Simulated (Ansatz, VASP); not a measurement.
MgS: VASP beside Ansatz

```
Mg S
1.0
     0.00000    2.65254    2.65254
     2.65254    0.00000    2.65254
     2.65254    2.65254    0.00000
Mg S
1 1
Direct
  0.00000 0.00000 0.00000
  0.50000 0.50000 0.50000
```

Alike in both runs: task single point; functional r2SCAN; k mesh 8 × 8 × 8; no spin polarisation.

```csv
,VASP,Ansatz
version,VASP 6.6.1,Ansatz 0.2.0
potentials or method,"VASP PAW PBE potentials, release 64 (Mg, S)","plane waves, PAW"
plane-wave cutoff (eV),520,500
occupations,"gaussian, width 0.01 eV",fixed
valence electrons in the cell,8,16
```

VASP gave:

| Item | Value |
| --- | --- |
| gap on the k mesh at the Fermi level (eV) | 3.30 |
| pressure (GPa) | -4.6 |

Task: What did Ansatz give for the same quantities?

Result: gap on the k mesh at the Fermi level (eV): 3.34; pressure (GPa): -4.1.

VASP's potentials were made for PBE, not for r2SCAN. VASP's potentials hold 8 valence electrons a cell and Ansatz's 16, so a difference there can come from the potentials and not from the codes.
